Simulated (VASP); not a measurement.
# NiGe15 (F-43m) in VASP: single point with PBEsol+U

Aim: the single point of NiGe15 with PBEsol+U.

Program: VASP 6.6.1. These are calculated values, not measurements. Logs are shortened: lines on timing, memory, paths and dates and some standing lists are left out, and cuts for length are marked.

**1. The cell of the first run**

Symmetry: F-43m, No. 216, cubic system. The conventional cell has a = 11.315 Å, b = 11.315 Å, c = 11.315 Å, α = 90.00°, β = 90.00°, γ = 90.00°. Within 3.0 Å of Ni (site symmetry -43m) lie 4 Ge at 2.27 Å. Ge (site symmetry 2mm) has 4 Ge at 2.47 to 2.49 Å within 3.3 Å. Within 3.3 Å of Ge (site symmetry -43m) lie 4 Ge at 2.49 Å. Ge (site symmetry 3m) has 1 Ni at 2.27 Å and 3 Ge at 2.49 Å within 3.0 Å. Ge (site symmetry 3m) has 4 Ge at 2.47 to 2.49 Å within 3.3 Å.

**2. Single point, PBEsol+U, collinear spin, ferromagnetic start**

INCAR reads:

```
SYSTEM = NiGe15
PREC     = Accurate       ! precision mode
ENCUT    = 520            ! plane-wave cutoff, eV
EDIFF    = 1E-7           ! SCF threshold, eV
ISMEAR   = 0              ! smearing method
SIGMA    = 0.05           ! smearing width, eV
LREAL    = Auto         
LASPH    = .True.         ! aspherical terms in the spheres
NELM     = 150            ! most SCF steps
ALGO     = Fast           ! electronic algorithm
ISIF     = 2              ! what is computed and relaxed
LWAVE    = .False.        ! write WAVECAR
LCHARG   = .True.         ! write CHGCAR
ISPIN    = 2              ! spin polarisation
MAGMOM   = 4 0 0 0 0 0 0 0 0 0 0 0 0 0 0 0 ! initial moments
LORBIT   = 11             ! projections on sites
LMAXMIX  = 4              ! l up to which the mixer works
LDAU     = .True.         ! DFT+U
LDAUTYPE = 2            
LDAUL    = 2 -1           ! shell
LDAUU    = 5 0            ! U, eV
LDAUJ    = 0 0          
LDAUPRINT= 1            
GGA      = PS             ! functional
LELF     = .True.         ! ELF
LVHAR    = .True.       
NBANDS   = 128            ! bands
```

KPOINTS reads:

```
Automatic mesh
0
Gamma
  3 3 3
  0 0 0
```

POSCAR reads:

```
NiGe15
1.0
    0.0000000000      5.6575400000      5.6575400000
    5.6575400000      0.0000000000      5.6575400000
    5.6575400000      5.6575400000      0.0000000000
Ni Ge
1 15
Direct
    1.0000000000      0.0000000000      0.0000000000
    0.0045283752      0.0045283752      0.4954716248
    0.0045283752      0.4954716248      0.0045283752
    0.0045283752      0.4954716248      0.4954716248
    0.4954716248      0.0045283752      0.0045283752
    0.4954716248      0.0045283752      0.4954716248
    0.4954716248      0.4954716248      0.0045283752
    0.5000000000      0.5000000000      0.5000000000
    0.1156763553      0.1156763553      0.1156763553
    0.1156763553      0.1156763553      0.6529709342
    0.1156763553      0.6529709342      0.1156763553
    0.1193427411      0.6268857530      0.6268857530
    0.6529709342      0.1156763553      0.1156763553
    0.6268857530      0.1193427411      0.6268857530
    0.6268857530      0.6268857530      0.1193427411
    0.6268857530      0.6268857530      0.6268857530
```

Potentials or basis: VASP PAW PBE potentials, release 64 (Ni, Ge_d).

Command:

```sh
cat potpaw_PBE.64/Ni/POTCAR potpaw_PBE.64/Ge_d/POTCAR > POTCAR
mpirun -np 1 vasp_std > vasp.out
```

OUTCAR:

```text
SYSTEM = NiGe15
   PREC = Accurate
   ENCUT = 520
   EDIFF = 1E-7
   ISMEAR = 0
   LREAL = Auto
   LASPH = .True.
   NELM = 150
   ISIF = 2
   ISPIN = 2
   LORBIT = 11
   GGA = PS

 ion  position               nearest neighbor table
   1  0.000  0.000  0.000-  10 2.27  11 2.27  13 2.27   9 2.27
   2  0.005  0.005  0.495-  12 2.47  14 2.47   9 2.49  10 2.49
   3  0.005  0.495  0.005-  12 2.47  15 2.47   9 2.49  11 2.49
   4  0.005  0.495  0.495-  16 2.47  12 2.47  10 2.49  11 2.49
   5  0.495  0.005  0.005-  14 2.47  15 2.47   9 2.49  13 2.49
   6  0.495  0.005  0.495-  16 2.47  14 2.47  10 2.49  13 2.49
[... 8 lines left out ...]
  15  0.627  0.627  0.119-   3 2.47   5 2.47   7 2.47   8 2.49
  16  0.627  0.627  0.627-   4 2.47   6 2.47   7 2.47   8 2.49

  LATTYP: Found a face centered cubic cell.
 ALAT       =    11.3150800000

  Lattice vectors:

 A1 = (   0.0000000000,   5.6575400000,   5.6575400000)
 A2 = (   5.6575400000,   0.0000000000,   5.6575400000)
 A3 = (   5.6575400000,   5.6575400000,   0.0000000000)

Analysis of symmetry for initial positions (statically):
=====================================================================
 Subroutine PRICEL returns:
 Original cell was already a primitive cell.

 Routine SETGRP: Setting up the symmetry group for a
 face centered cubic supercell.

 Subroutine GETGRP returns: Found 24 space group operations
 (whereof 24 operations were pure point group operations)
 out of a pool of 48 trial point group operations.

The static configuration has the point symmetry T_d .

Analysis of symmetry for dynamics (positions and initial velocities):
=====================================================================
 Subroutine PRICEL returns:
 Original cell was already a primitive cell.

 Routine SETGRP: Setting up the symmetry group for a
 face centered cubic supercell.

 Subroutine GETGRP returns: Found 24 space group operations
 (whereof 24 operations were pure point group operations)
 out of a pool of 48 trial point group operations.

The dynamic configuration has the point symmetry T_d .

Analysis of structural, dynamic, and magnetic symmetry:
=====================================================================
 Subroutine PRICEL returns:
 Original cell was already a primitive cell.

 Routine SETGRP: Setting up the symmetry group for a
 face centered cubic supercell.

 Subroutine GETGRP returns: Found 24 space group operations
 (whereof 24 operations were pure point group operations)
 out of a pool of 48 trial point group operations.

The overall configuration has the point symmetry T_d .

 Subroutine INISYM returns: Found 24 space group operations
 (whereof 24 operations are pure point group operations),
 and found     1 'primitive' translations

----------------------------------------------------------------------------------------

                                     Primitive cell

  volume of cell :     362.1704

  direct lattice vectors                    reciprocal lattice vectors
     0.000000000  5.657540000  5.657540000    -0.088377634  0.088377634  0.088377634
     5.657540000  0.000000000  5.657540000     0.088377634 -0.088377634  0.088377634
     5.657540000  5.657540000  0.000000000     0.088377634  0.088377634 -0.088377634

  length of vectors
     8.000969798  8.000969798  8.000969798     0.153074553  0.153074553  0.153074553

  position of ions in fractional coordinates (direct lattice)
     0.000000000  0.000000000  0.000000000
     0.004528375  0.004528375  0.495471625
     0.004528375  0.495471625  0.004528375
     0.004528375  0.495471625  0.495471625
     0.495471625  0.004528375  0.004528375
     0.495471625  0.004528375  0.495471625
[... 8 lines left out ...]
     0.626885753  0.626885753  0.119342741
     0.626885753  0.626885753  0.626885753

  ion indices of the primitive-cell ions
   primitive index   ion index
[... 99 lines left out ...]
   IVDW    =     0    specifies the selected vdW correction
   LEPSILON=     F    determine dielectric tensor
   LRPA    =     F    only Hartree local field effects (RPA)
 spin polarized calculation
 RMM-DIIS sequential band-by-band and
 Gauss-broadening in eV      SIGMA  =   0.05
  energy-cutoff  :      520.00
  volume of cell :      362.17
 maximum number of plane-waves:      9765
   NGX = 29   NGY = 29   NGZ = 29

 number of electron     219.9999956 magnetization      -0.0002383

atom =   1  type =  1  l = 2

 onsite density matrix

spin component  1

  0.8497  0.0000  0.0000  0.0000 -0.0000
  0.0000  0.8497 -0.0000  0.0000  0.0000
  0.0000 -0.0000  0.9132 -0.0000  0.0000
  0.0000  0.0000 -0.0000  0.8497  0.0000
 -0.0000  0.0000  0.0000  0.0000  0.9132

spin component  2

  0.8496  0.0000  0.0000  0.0000 -0.0000
  0.0000  0.8496 -0.0000  0.0000  0.0000
  0.0000 -0.0000  0.9132 -0.0000  0.0000
  0.0000  0.0000 -0.0000  0.8496  0.0000
 -0.0000  0.0000  0.0000  0.0000  0.9132

 occupancies and eigenvectors

  o =  0.8496  v =  0.0000  0.0000  0.0000  0.0000  0.0000  0.0000 -0.7763  0.0000 -0.6304  0.0000      0.0000  0.0000  0.0000  0.0000  0.0000  0.0000  0.0000  0.0000  0.0000  0.0000
  o =  0.8496  v =  0.0000  0.0000  0.0000  0.0000  0.0000  0.0000  0.6304 -0.0000 -0.7763  0.0000      0.0000  0.0000  0.0000  0.0000  0.0000  0.0000  0.0000  0.0000  0.0000  0.0000
  o =  0.8496  v =  0.0000  0.0000  0.0000  0.0000  0.0000  1.0000  0.0000  0.0000  0.0000  0.0000      0.0000  0.0000  0.0000  0.0000  0.0000  0.0000  0.0000  0.0000  0.0000  0.0000
  o =  0.8497  v =  0.0000 -0.6748 -0.0000 -0.7380  0.0000  0.0000  0.0000  0.0000  0.0000  0.0000      0.0000  0.0000  0.0000  0.0000  0.0000  0.0000  0.0000  0.0000  0.0000  0.0000
  o =  0.8497  v =  1.0000  0.0000  0.0000  0.0000  0.0000  0.0000  0.0000  0.0000  0.0000  0.0000      0.0000  0.0000  0.0000  0.0000  0.0000  0.0000  0.0000  0.0000  0.0000  0.0000
  o =  0.8497  v =  0.0000 -0.7380 -0.0000  0.6748 -0.0000  0.0000  0.0000  0.0000  0.0000  0.0000      0.0000  0.0000  0.0000  0.0000  0.0000  0.0000  0.0000  0.0000  0.0000  0.0000
  o =  0.9132  v =  0.0000  0.0000  0.0000  0.0000  0.0000  0.0000  0.0000  1.0000  0.0000 -0.0000      0.0000  0.0000  0.0000  0.0000  0.0000  0.0000  0.0000  0.0000  0.0000  0.0000
  o =  0.9132  v =  0.0000  0.0000  0.0000  0.0000  0.0000  0.0000  0.0000  0.0000  0.0000  1.0000      0.0000  0.0000  0.0000  0.0000  0.0000  0.0000  0.0000  0.0000  0.0000  0.0000
  o =  0.9132  v =  0.0000  0.0000  0.0002  0.0000  1.0000  0.0000  0.0000  0.0000  0.0000  0.0000      0.0000  0.0000  0.0000  0.0000  0.0000  0.0000  0.0000  0.0000  0.0000  0.0000
  o =  0.9132  v =  0.0000 -0.0000  1.0000 -0.0000 -0.0002  0.0000  0.0000  0.0000  0.0000  0.0000      0.0000  0.0000  0.0000  0.0000  0.0000  0.0000  0.0000  0.0000  0.0000  0.0000

 number of electron     219.9999956 magnetization       0.0001692

 Free energy of the ion-electron system (eV)
  ---------------------------------------------------
  ext. energy  EPLUGINS =         0.00000000
  ---------------------------------------------------
  free energy    TOTEN  =       -76.16268106 eV

  energy without entropy =      -76.14596263  energy(sigma->0) =      -76.15432184

 E-fermi :   3.9173     XC(G=0): -10.1063

 val. band max:        3.9173137961   @ k =   0.3333   0.0000   0.0000
 cond. band min:       3.9173226691   @ k =   0.3333   0.0000   0.0000
 fundamental gap:      0.0000088730
 Fermi energy:         3.9173190275

 spin component 1

 k-point     1 :       0.0000    0.0000    0.0000
  band No.  band energies     occupation
      1     -20.2574      1.00000
      2     -20.2574      1.00000
      3     -20.2574      1.00000
      4     -20.1989      1.00000
      5     -20.1989      1.00000
      6     -20.1989      1.00000
[... 489 lines left out ...]
    121       7.8819      0.00000
    122       8.0280      0.00000
 Fermi energy:         3.9173190275

 spin component 2

 k-point     1 :       0.0000    0.0000    0.0000
  band No.  band energies     occupation
      1     -20.2574      1.00000
      2     -20.2574      1.00000
      3     -20.2574      1.00000
      4     -20.1989      1.00000
      5     -20.1989      1.00000
      6     -20.1989      1.00000
[... 489 lines left out ...]
    121       7.8817      0.00000
    122       8.0277      0.00000
 [bands above 122 left out]

------------------------ aborting loop because EDIFF is reached ----------------------------------------

  FORCE on cell =-STRESS in cart. coord.  units (eV):
  Direction    XX          YY          ZZ          XY          YZ          ZX
  --------------------------------------------------------------------------------------
  -------------------------------------------------------------------------------------
  Total       -3.7961456     -3.7961456     -3.7961456      0.0000000      0.0000000     -0.0000000
  in kB      -16.7934742    -16.7934742    -16.7934742      0.0000000      0.0000000     -0.0000000
  external PRESSURE =     -16.7934742 kB  Pullay stress =       0.0000000 kB

 VOLUME and BASIS-vectors are now :
 -----------------------------------------------------------------------------
  energy-cutoff  :      520.00
  volume of cell :      362.17
      direct lattice vectors                 reciprocal lattice vectors
     0.000000000  5.657540000  5.657540000    -0.088377634  0.088377634  0.088377634
     5.657540000  0.000000000  5.657540000     0.088377634 -0.088377634  0.088377634
     5.657540000  5.657540000  0.000000000     0.088377634  0.088377634 -0.088377634

 POSITION                                       TOTAL-FORCE (eV/Angst)
 -----------------------------------------------------------------------------------
      0.00000      0.00000      0.00000         0.000000      0.000000      0.000000
      2.82877      2.82877      0.05124         0.000000      0.000000      0.014975
      2.82877      0.05124      2.82877         0.000000      0.014975      0.000000
      5.60630      2.82877      2.82877        -0.014975      0.000000      0.000000
      0.05124      2.82877      2.82877         0.014975      0.000000      0.000000
      2.82877      5.60630      2.82877         0.000000     -0.014975      0.000000
[... 8 lines left out ...]
      4.22182      4.22182      7.09326        -0.000133     -0.000133      0.000133
      7.09326      7.09326      7.09326         0.000133      0.000133      0.000133
 -----------------------------------------------------------------------------------
    total drift:                               -0.000002     -0.000002     -0.000002

  FREE ENERGIE OF THE ION-ELECTRON SYSTEM (eV)
  ---------------------------------------------------
  free  energy   TOTEN  =       -76.1626810597 eV

  energy  without entropy=      -76.1459626295  energy(sigma->0) =      -76.15432184

 total charge

# of ion       s       p       d       tot
------------------------------------------
    1        0.522   0.421   8.716   9.659
    2        1.149   1.199  10.018  12.366
    3        1.149   1.199  10.018  12.366
    4        1.149   1.199  10.018  12.366
    5        1.149   1.199  10.018  12.366
    6        1.149   1.199  10.018  12.366
[... 8 lines left out ...]
   15        1.136   1.222  10.018  12.376
   16        1.136   1.222  10.018  12.376
--------------------------------------------------
tot         17.768  18.328 159.037 195.132

 magnetization (x)

# of ion       s       p       d       tot
------------------------------------------
    1       -0.000  -0.000   0.000   0.000
    2       -0.000   0.000   0.000   0.000
    3       -0.000   0.000   0.000   0.000
    4       -0.000   0.000   0.000   0.000
    5       -0.000   0.000   0.000   0.000
    6       -0.000   0.000   0.000   0.000
[... 8 lines left out ...]
   15        0.000   0.000   0.000   0.000
   16        0.000   0.000   0.000   0.000
--------------------------------------------------
tot         -0.000   0.000   0.000   0.000
```

Wall time 26 min (1 thread of Oxide Virtual Turin-like, shared host); peak memory 0.74 GiB.

Results:

* Free energy: -76.1627 eV
* Pressure: -1.7 GPa
* Largest force: 0.226 eV/Å
* Band gap on the k mesh: zero (filled and empty bands overlap)
* Net moment: 0.00 μB per cell
* Valence electrons inside the program's atomic spheres: Ni 9.66; Ge 12.37, 12.36, 12.35, 12.38 (each value once)

Forces in eV/Å, atoms in the order of the input:
```
Ni   0.000  0.000  0.000
Ge   0.000  0.000  0.015
Ge   0.000  0.015  0.000
Ge  -0.015  0.000  0.000
Ge   0.015  0.000  0.000
Ge   0.000 -0.015  0.000
Ge   0.000  0.000 -0.015
Ge   0.000  0.000  0.000
Ge  -0.131 -0.131 -0.131
Ge   0.131  0.131 -0.131
Ge   0.131 -0.131  0.131
Ge   0.000  0.000  0.000
Ge  -0.131  0.131  0.131
Ge   0.000  0.000  0.000
Ge   0.000  0.000  0.000
Ge   0.000  0.000  0.000
```

Levels at points of the mesh, in eV from the Fermi level:
Spin up:
| k point | band 106 | band 107 | band 108 | band 109 | band 110 | band 111 | band 112 | band 113 | band 114 | band 115 |
| --- | --- | --- | --- | --- | --- | --- | --- | --- | --- | --- |
| (0.00, 0.00, 0.00) | -0.32 | 0.17 | 0.17 | 0.17 | 0.83 | 1.02 | 1.02 | 1.02 | 1.38 | 1.65 |
Spin down:
```
           k point  band 106  band 107  band 108  band 109  band 110  band 111  band 112  band 113  band 114  band 115
(0.00, 0.00, 0.00)     -0.32      0.17      0.17      0.17      0.83      1.02      1.02      1.02      1.38      1.65
```

Eigenvalues of the final occupation matrices:
```csv
site,spin,trace,eigenvalues
site 1 d,1,4.38,0.85 0.85 0.85 0.91 0.91
site 1 d,2,4.38,0.85 0.85 0.85 0.91 0.91
```

Caveat: the moments typed at the start vanished in this run; the PAW data sets were made with another functional, which shifts forces and pressure a little; the U is typed as a test and isn't derived for this compound. The state reached can hang on the start; a lower one may exist.
